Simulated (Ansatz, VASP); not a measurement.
# I in VASP and in Ansatz

Contents of INCAR:

```
SYSTEM = I
PREC = Accurate
ENCUT = 520
EDIFF = 1E-6
ISMEAR = -1
SIGMA = 0.05
LREAL = .FALSE.
LASPH = .TRUE.
NELM = 100
ALGO = Normal
ISIF = 2
LWAVE = .FALSE.
LCHARG = .FALSE.
GGA = PS
NBANDS = 22
```

Contents of KPOINTS:

```
regular mesh
0
G
  7 7 3
  0 0 0
```

POSCAR

```
I
1.0
    3.5608297907     -2.3461283221      0.0000000000
    3.5608297907      2.3461283221      0.0000000000
    0.0000000000      0.0000000000      9.5935177805
I
4
Direct
    0.6493000000      0.3507000000      0.3844000000
    0.1493000000      0.8507000000      0.1156000000
    0.3507000000      0.6493000000      0.6156000000
    0.8507000000      0.1493000000      0.8844000000
```

File input.yaml:

```yaml
crystal:
  lattice:
    - [3.5608297907, -2.3461283221, 0.0]
    - [3.5608297907, 2.3461283221, 0.0]
    - [0.0, 0.0, 9.5935177805]
  atoms:
    - { symbol: I, position: [0.6493, 0.3507, 0.3844] }
    - { symbol: I, position: [0.1493, 0.8507, 0.1156] }
    - { symbol: I, position: [0.3507, 0.6493, 0.6156] }
    - { symbol: I, position: [0.8507, 0.1493, 0.8844] }
kpoints:
  mp_grid: { grid: [7, 7, 3] }
scf:
  occupations: { method: fermi_dirac, width: 0.05 }
hamiltonian:
  xc: pbesol
  pseudopotentials: { kind: all_electron, lapw: { basis_error: 0.002 } }
output:
  forces: true
  stress: true
  eigenvalues: true
```

Change from the starting cell: volume scaled by 0.94.

Alike in both runs: task single point; functional PBEsol; k mesh 7 × 7 × 3; occupations fermi-dirac, width 0.05 eV; no spin polarisation.

```csv
,VASP,Ansatz
version,VASP 6.6.1,Ansatz 0.2.0
potentials or method,"VASP PAW PBE potentials, release 64 (I), cutoff 520 eV","all-electron LAPW, scalar-relativistic"
```

Ansatz gave:

```
gap on the k mesh at the Fermi level (eV)                     : 1.41
least direct gap on the mesh (eV)                             : 1.55
pressure (GPa)                                                : 1.9
traceless stress, the component that is largest in VASP (GPa) : 2.21
rms of the force components (eV/Å)                            : 0.783
```

Task: What did VASP give for the same quantities?

Result: gap on the k mesh at the Fermi level (eV): 1.41; least direct gap on the mesh (eV): 1.54; pressure (GPa): 1.9; traceless stress, the component that is largest in VASP (GPa): 2.23; rms of the force components (eV/Å): 0.791.

VASP's potentials were made for PBE, not for PBEsol. Atom by atom the forces differ by 0.008 eV/Å (rms over components). Ansatz ran all-electron here, and VASP with PAW potentials.

Neither program's run includes spin-orbit coupling.
